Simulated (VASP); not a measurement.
# Au (Im-3m) in VASP: a series of runs

Au is run at these levels: PBEsol; tasks: relaxation of cell and atoms.

Everything below comes from runs of VASP 6.6.1. Logs are shortened: lines on timing, memory, paths and dates and some standing lists are left out, and cuts for length are marked.

## 1. The cell of the first run

The structure is cubic, space group Im-3m (No. 229). The conventional cell has a = 3.230 Å, b = 3.230 Å, c = 3.230 Å, α = 90.00°, β = 90.00°, γ = 90.00°. Within 3.7 Å of Au (site symmetry m-3m) lie 14 Au at 2.80 to 3.23 Å.

This isn't the form of Au at room conditions, which is fcc.

## 2. Relaxation of cell and atoms, PBEsol

INCAR

```
SYSTEM = Au
PREC = Accurate
ENCUT = 500
EDIFF = 1E-7
ISMEAR = 0
SIGMA = 0.05
LREAL = .False.
LASPH = .True.
NELM = 120
ALGO = Normal
ISIF = 3
LWAVE = .False.
LCHARG = .False.
GGA = PS
IBRION = 2
NSW = 80
EDIFFG = -0.03
GGA_COMPAT = .False.
NELMIN = 4
```

KPOINTS

```
regular mesh
0
Gamma
  11 11 11
  0 0 0
```

POSCAR

```
Au
1.0
   -1.6150000000      1.6150000000      1.6150000000
    1.6150000000     -1.6150000000      1.6150000000
    1.6150000000      1.6150000000     -1.6150000000
Au
1
Direct
    0.0000000000      0.0000000000      0.0000000000
```

Potentials or basis: VASP PAW PBE potentials, release 64 (Au).

Command:

```bash
$ cat potpaw_PBE.64/Au/POTCAR > POTCAR
$ mpirun -np 1 vasp_std > vasp.out
```

OUTCAR:

```text
SYSTEM = Au
   PREC = Accurate
   ENCUT = 500
   EDIFF = 1E-7
   ISMEAR = 0
   LREAL = .False.
   LASPH = .True.
   NELM = 120
   ISIF = 3
   GGA = PS
   IBRION = 2
   NSW = 80
   EDIFFG = -0.03
   NELMIN = 4

 ion  position               nearest neighbor table
   1  0.000  0.000  0.000-

  LATTYP: Found a body centered cubic cell.
 ALAT       =     3.2300000000

  Lattice vectors:

 A1 = (  -1.6150000000,   1.6150000000,   1.6150000000)
 A2 = (   1.6150000000,  -1.6150000000,   1.6150000000)
 A3 = (   1.6150000000,   1.6150000000,  -1.6150000000)

Analysis of symmetry for initial positions (statically):
=====================================================================
 Subroutine PRICEL returns:
 Original cell was already a primitive cell.

 Routine SETGRP: Setting up the symmetry group for a
 body centered cubic supercell.

 Subroutine GETGRP returns: Found 48 space group operations
 (whereof 48 operations were pure point group operations)
 out of a pool of 48 trial point group operations.

The static configuration has the point symmetry O_h .

Analysis of symmetry for dynamics (positions and initial velocities):
=====================================================================
 Subroutine PRICEL returns:
 Original cell was already a primitive cell.

 Routine SETGRP: Setting up the symmetry group for a
 body centered cubic supercell.

 Subroutine GETGRP returns: Found 48 space group operations
 (whereof 48 operations were pure point group operations)
 out of a pool of 48 trial point group operations.

The dynamic configuration has the point symmetry O_h .

 Subroutine INISYM returns: Found 48 space group operations
 (whereof 48 operations are pure point group operations),
 and found     1 'primitive' translations

----------------------------------------------------------------------------------------

                                     Primitive cell

  volume of cell :      16.8491

  direct lattice vectors                    reciprocal lattice vectors
    -1.615000000  1.615000000  1.615000000     0.000000000  0.309597523  0.309597523
     1.615000000 -1.615000000  1.615000000     0.309597523  0.000000000  0.309597523
     1.615000000  1.615000000 -1.615000000     0.309597523  0.309597523  0.000000000

  length of vectors
     2.797262054  2.797262054  2.797262054     0.437837016  0.437837016  0.437837016

  position of ions in fractional coordinates (direct lattice)
     0.000000000  0.000000000  0.000000000

  ion indices of the primitive-cell ions
   primitive index   ion index
                 1           1

----------------------------------------------------------------------------------------

 KPOINTS: regular mesh

Automatic generation of k-mesh.
 Grid dimensions read from file:
 generate k-points for:   11   11   11

 Generating k-lattice:

  Cartesian coordinates                     Fractional coordinates (reciprocal lattice)
     0.000000000  0.028145229  0.028145229     0.090909091  0.000000000  0.000000000
     0.028145229  0.000000000  0.028145229     0.000000000  0.090909091  0.000000000
     0.028145229  0.028145229  0.000000000     0.000000000  0.000000000  0.090909091

  Length of vectors
     0.039803365  0.039803365  0.039803365

  Shift w.r.t. Gamma in fractional coordinates (k-lattice)
     0.000000000  0.000000000  0.000000000

 Subroutine IBZKPT returns following result:
 ===========================================

 Found     56 irreducible k-points:

 Following reciprocal coordinates:
            Coordinates               Weight
  0.000000  0.000000  0.000000      1.000000
  0.090909  0.000000  0.000000     12.000000
  0.181818  0.000000  0.000000     12.000000
  0.272727  0.000000  0.000000     12.000000
  0.363636  0.000000  0.000000     12.000000
  0.454545  0.000000  0.000000     12.000000
[... 16 lines left out ...]
  0.272727  0.181818  0.090909     48.000000
  0.363636  0.181818  0.090909     24.000000
 [... further k-points ...]
   k-points           NKPTS =     56   k-points in BZ     NKDIM =     56   number of bands    NBANDS=      9
   number of dos      NEDOS =    301   number of ions     NIONS =      1
   total plane-waves  NPLWV =   8000
   dimension x,y,z NGX =    20 NGY =   20 NGZ =   20
   dimension x,y,z NGXF=    40 NGYF=   40 NGZF=   40
   ions per type =               1
   NGX,Y,Z   is equivalent  to a cutoff of  11.89, 11.89, 11.89 a.u.
   NGXF,Y,Z  is equivalent  to a cutoff of  23.77, 23.77, 23.77 a.u.
 SYSTEM =  Au
   PREC   = accura    normal or accurate (medium, high low for compatibility)
   ISTART =      0    job   : 0-new  1-cont  2-samecut
   ICHARG =      2    charge: 1-file 2-atom 10-const
   ISPIN  =      1    spin polarized calculation?
   LNONCOLLINEAR =      F non collinear calculations
   LSORBIT =      F    spin-orbit coupling
   LASPH  =      T    aspherical Exc in radial PAW
   ENCUT  =  500.0 eV  36.75 Ry    6.06 a.u.   5.10  5.10  5.10*2*pi/ulx,y,z
   NELM   =    120;   NELMIN=  4; NELMDL= -5     # of ELM steps
   EDIFF  = 0.1E-06   stopping-criterion for ELM
   LREAL  =      F    real-space projection
   EDIFFG = -.3E-01   stopping-criterion for IOM
   NSW    =     80    number of steps for IOM
   IBRION =      2    ionic relax: 0-MD 1-quasi-New 2-CG
   NFREE  =      1    steps in history (QN), initial steepest desc. (CG)
   ISIF   =      3    stress and relaxation
   ISYM   =      2    0-nonsym 1-usesym 2-fastsym
   POTIM  = 0.5000    time-step for ionic-motion
   TEBEG  =    0.0;   TEEND  =   0.0 temperature during run
   PSTRESS=    0.0 pullay stress
   NELECT =      11.0000    total number of electrons
   NUPDOWN=      -1.0000    fix difference up-down
   EMIN   =  10.00;   EMAX   =-10.00  energy-range for DOS
   EFERMI =   0.00;   METHOD = LEGACY
   ISMEAR =     0;   SIGMA  =   0.05  broadening in eV -4-tet -1-fermi 0-gaus
   EFERMI_NEDOS =   21; number of points for ismear=-14 and -15
   IALGO  =     38    algorithm
   IMIX   =      4    mixing-type and parameters
     AMIX     =   0.40;   BMIX     =  1.00
     AMIX_MAG =   1.60;   BMIX_MAG =  1.00
  volume/ion in A,a.u.               =      16.85       113.70
  Fermi-wavevector in a.u.,A,eV,Ry     =   1.420190  2.683770 27.442141  2.016940
  Thomas-Fermi vector in A             =   2.541132
   LORBIT       =      0    0 simple, 1 ext, 2 COOP (PROOUT), +10 PAW based schemes
   GGA     = PS    functional components
   LHFCALC =     F    Hartree Fock is set to
   AEXX    =    0.0000 exact exchange contribution
   IVDW    =     0    specifies the selected vdW correction
   LEPSILON=     F    determine dielectric tensor
   LRPA    =     F    only Hartree local field effects (RPA)
 conjugate gradient relaxation of ions
 non-spin polarized calculation
 Gauss-broadening in eV      SIGMA  =   0.05
  energy-cutoff  :      500.00
  volume of cell :       16.85
 maximum number of plane-waves:       439
   NGX = 11   NGY = 11   NGZ = 11

--------------------------------------- Ionic step        1  -------------------------------------------

 number of electron      11.0000004 magnetization

 Free energy of the ion-electron system (eV)
  ---------------------------------------------------
  ext. energy  EPLUGINS =         0.00000000
  ---------------------------------------------------
  free energy    TOTEN  =        -3.89168039 eV

  energy without entropy =       -3.89032337  energy(sigma->0) =       -3.89100188

------------------------ aborting loop because EDIFF is reached ----------------------------------------

  FORCE on cell =-STRESS in cart. coord.  units (eV):
  Direction    XX          YY          ZZ          XY          YZ          ZX
  --------------------------------------------------------------------------------------
  -------------------------------------------------------------------------------------
  Total        0.2137657      0.2137657      0.2137657      0.0000000      0.0000000      0.0000000
  in kB       20.3268931     20.3268931     20.3268931      0.0000000      0.0000000      0.0000000
  external PRESSURE =      20.3268931 kB  Pullay stress =       0.0000000 kB
[... 55 lines left out ...]
  energy  without entropy=       -3.8877653611  energy(sigma->0) =       -3.88871183

--------------------------------------- Ionic step        3  -------------------------------------------

 number of electron      11.0000003 magnetization

 Free energy of the ion-electron system (eV)
  ---------------------------------------------------
  ext. energy  EPLUGINS =         0.00000000
  ---------------------------------------------------
  free energy    TOTEN  =        -3.89289597 eV

  energy without entropy =       -3.89135901  energy(sigma->0) =       -3.89212749

 E-fermi :   9.1243     XC(G=0): -12.8856

 val. band max:        9.1109830012   @ k =  -0.3636   0.3636   0.2727
 cond. band min:       9.1458643861   @ k =  -0.3636   0.4545   0.0909
 fundamental gap:      0.0348813849
 Fermi energy:         9.1242811089

 k-point     1 :       0.0000    0.0000    0.0000
  band No.  band energies     occupation
      1      -0.6325      2.00000
      2       4.4206      2.00000
      3       4.4206      2.00000
      4       4.4206      2.00000
      5       6.3708      2.00000
      6       6.3708      2.00000
      7      25.7741      0.00000
      8      25.7741      0.00000
      9      25.7741      0.00000
[... 265 lines left out ...]
 k-point    24 :       0.3636    0.1818    0.0909
  band No.  band energies     occupation
      1       2.9416      2.00000
      2       3.4957      2.00000
      3       5.1715      2.00000
      4       6.4326      2.00000
      5       6.6339      2.00000
      6      12.4297      0.00000
      7      12.5736      0.00000
      8      18.2594      0.00000
      9      20.8757      0.00000

 [... further k-points ...]

------------------------ aborting loop because EDIFF is reached ----------------------------------------

  FORCE on cell =-STRESS in cart. coord.  units (eV):
  Direction    XX          YY          ZZ          XY          YZ          ZX
  --------------------------------------------------------------------------------------
  -------------------------------------------------------------------------------------
  Total       -0.0002751     -0.0002751     -0.0002751     -0.0000000      0.0000000      0.0000000
  in kB       -0.0258607     -0.0258607     -0.0258607     -0.0000000      0.0000000      0.0000000
  external PRESSURE =      -0.0258607 kB  Pullay stress =       0.0000000 kB
[... 16 lines left out ...]
  FREE ENERGIE OF THE ION-ELECTRON SYSTEM (eV)
  ---------------------------------------------------
  free  energy   TOTEN  =        -3.8928959726 eV

  energy  without entropy=       -3.8913590097  energy(sigma->0) =       -3.89212749

 reached required accuracy - stopping structural energy minimisation
```

Wall time 8.8 s (1 thread of AMD EPYC 9R45 (Zen 5), shared host); peak memory 0.1 GiB.

Results:

* Free energy: -3.8929 eV
* Relaxed volume: 17.05 Å³/atom
* Relaxed cell: a = 2.808 Å, b = 2.808 Å, c = 2.808 Å, α = 109.47°, β = 109.47°, γ = 109.47°
* Space group after relaxing (to 0.1 Å): Im-3m (No. 229)
* Energy gained by relaxing: 1.2 meV/atom
* Ionic steps: 3
* Pressure after relaxing: 0.0 GPa
* Band gap on the k mesh: zero (an odd number of electrons rules out a gap without spin polarisation)

Step by step:
```tsv
step	energy change (eV)	largest force (eV/Å)	pressure (GPa)	volume (Å³)
1	0.0000	0.0000	2.03	16.85
2	0.0020	0.0000	-3.04	17.38
3	-0.0012	0.0000	0.00	17.05
```

Final structure:
```
Au
1.0
    -1.62123    1.62123    1.62123
     1.62123   -1.62123    1.62123
     1.62123    1.62123   -1.62123
Au
1
Direct
  0.00000 0.00000 0.00000
```

Levels at points of the mesh, in eV from the Fermi level:
```tsv
k point	band 4	band 5	band 6	band 7	band 8	band 9
(0.00, 0.00, 0.00)	-4.70	-2.75	-2.75	16.65	16.65	16.65
```

Caveat: the PAW data sets were made with another functional, which shifts forces and pressure a little; spin-orbit coupling is left out, which moves the levels of the heavy elements.

## 3. Relaxation of cell and atoms, PBEsol, target pressure 5 GPa, at which the enthalpy is minimised

INCAR

```
PREC = Accurate
ENCUT = 500
EDIFF = 1E-7
ISMEAR = 0
SIGMA = 0.05
LREAL = False
LASPH = True
NELM = 120
ALGO = Normal
ISIF = 3
LWAVE = False
LCHARG = False
GGA = PS
IBRION = 2
NSW = 80
EDIFFG = -0.03
PSTRESS = 50.0
GGA_COMPAT = False
NELMIN = 4
```

KPOINTS

```
regular mesh
0
Gamma
  11 11 11
```

POSCAR is that of step 2.

Potentials or basis: VASP PAW PBE potentials, release 64 (Au).

Command:

```bash
$ cat potpaw_PBE.64/Au/POTCAR > POTCAR
$ mpirun -np 1 vasp_std > vasp.out
```

It took 9.1 s on 1 thread of AMD EPYC 9R45 (Zen 5), shared host; peak memory 0.1 GiB.

The run converged. Its results:

| Item | Value |
| --- | --- |
| Free energy | -3.8861 eV |
| Relaxed volume | 16.59 Å³/atom |
| Relaxed cell | a = 2.783 Å, b = 2.783 Å, c = 2.783 Å, α = 109.47°, β = 109.47°, γ = 109.47° |
| Space group after relaxing (to 0.1 Å) | Im-3m (No. 229) |
| Energy change on relaxing (the run minimises the enthalpy) | +5.5 meV/atom |
| Ionic steps | 3 |
| Pressure after relaxing | 5.0 GPa |
| Band gap on the k mesh | zero (an odd number of electrons rules out a gap without spin polarisation) |

The path:
| step | energy change (eV) | largest force (eV/Å) | pressure (GPa) | volume (Å³) |
| --- | --- | --- | --- | --- |
| 1 | 0.0000 | 0.0000 | 2.03 | 16.85 |
| 2 | 0.0307 | 0.0000 | 11.61 | 16.10 |
| 3 | 0.0055 | 0.0000 | 4.97 | 16.59 |

Final structure:
```cif
data_structure
_symmetry_space_group_name_H-M 'P 1'
_symmetry_Int_Tables_number 1
_cell_length_a 2.7830
_cell_length_b 2.7830
_cell_length_c 2.7830
_cell_angle_alpha 109.471
_cell_angle_beta 109.471
_cell_angle_gamma 109.471
_cell_volume 16.59
loop_
_atom_site_label
_atom_site_type_symbol
_atom_site_fract_x
_atom_site_fract_y
_atom_site_fract_z
_atom_site_occupancy
Au1 Au 0.00000 0.00000 0.00000 1
```

Levels at points of the mesh, in eV from the Fermi level:
| k point | band 3 | band 4 | band 5 | band 6 | band 7 | band 8 | band 9 |
| --- | --- | --- | --- | --- | --- | --- | --- |
| (0.00, 0.00, 0.00) | -4.85 | -4.85 | -2.82 | -2.82 | 16.65 | 16.65 | 16.65 |

Caveat: the cell is relaxed towards a set pressure, so the run minimises the enthalpy, not the energy; the PAW data sets were made with another functional, which shifts forces and pressure a little; spin-orbit coupling is left out, which moves the levels of the heavy elements.
